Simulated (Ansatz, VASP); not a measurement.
**Two plane-wave programs on BeH4**

Contents of INCAR:

```
SYSTEM = BeH4
ALGO = Normal
EDIFF = 1E-6
EDIFFG = -0.04
ENCUT = 600
GGA = PE
IBRION = 2
ISIF = 3
ISMEAR = 0
LASPH = .TRUE.
LCHARG = .FALSE.
LREAL = .FALSE.
LWAVE = .FALSE.
NELM = 100
NSW = 90
PREC = Accurate
SIGMA = 0.1
```

Contents of KPOINTS:

```
k-points
0
G
  6 6 6
  0 0 0
```

POSCAR

```
BeH4
1.0
   -2.2280251600      2.2280251600      2.2280251600
    2.2280251600     -2.2280251600      2.2280251600
    2.2280251600      2.2280251600     -2.2280251600
Be H
1 4
Direct
    0.0000000000      0.0000000000      0.0000000000
    0.4893361800      0.4893361800      0.4893361800
    0.0000000000      0.0000000000      0.5106638200
    0.0000000000      0.5106638200      0.0000000000
    0.5106638200      0.0000000000      0.0000000000
```

Input for Ansatz:

```yaml
crystal:
  lattice:
    - [-2.22802516, 2.22802516, 2.22802516]
    - [2.22802516, -2.22802516, 2.22802516]
    - [2.22802516, 2.22802516, -2.22802516]
  atoms:
    - { symbol: Be, position: [0.0, 0.0, 0.0] }
    - { symbol: H, position: [0.48933618, 0.48933618, 0.48933618] }
    - { symbol: H, position: [0.0, 0.0, 0.51066382] }
    - { symbol: H, position: [0.0, 0.51066382, 0.0] }
    - { symbol: H, position: [0.51066382, 0.0, 0.0] }
basis:
  ecutwfc: 420
kpoints:
  mp_grid: { grid: [6, 6, 6] }
hamiltonian:
  xc: pbe
scf:
  occupations: { method: gaussian, width: 0.1 }
  lower_state_search: "off"
output:
  forces: true
  stress: true
  eigenvalues: true
relax:
  adjacent_minimum: "off"
  f_tol: 0.04
  max_steps: 70
  cell: { stress_tol: 0.4 }
```

Alike in both runs: task relaxation of cell and atoms; functional PBE; k mesh 6 × 6 × 6; occupations gaussian, width 0.1 eV; no spin polarisation.

|  | VASP | Ansatz |
| --- | --- | --- |
| version | VASP 6.6.1 | Ansatz 0.2.0 |
| potentials or method | VASP PAW PBE potentials, release 64 (Be, H), cutoff 600 eV | scalar-relativistic, plane waves, PAW |
| valence electrons in the cell | 6 | 6 |

```csv
,VASP,Ansatz,Ansatz less VASP
"gap on the k mesh at the Fermi level, each at its own relaxed structure (eV)",none,none,-
relaxed volume (Å³/atom),4.83,4.89,+0.060
relaxed cell length with the largest relative difference (Å),3.155,3.168,+0.0130
```

A gap of «none» marks a metal or a gap that the smearing closes.

Noted on VASP's run: the volume moved by over 15 % at a fixed basis, so the end points are rough.
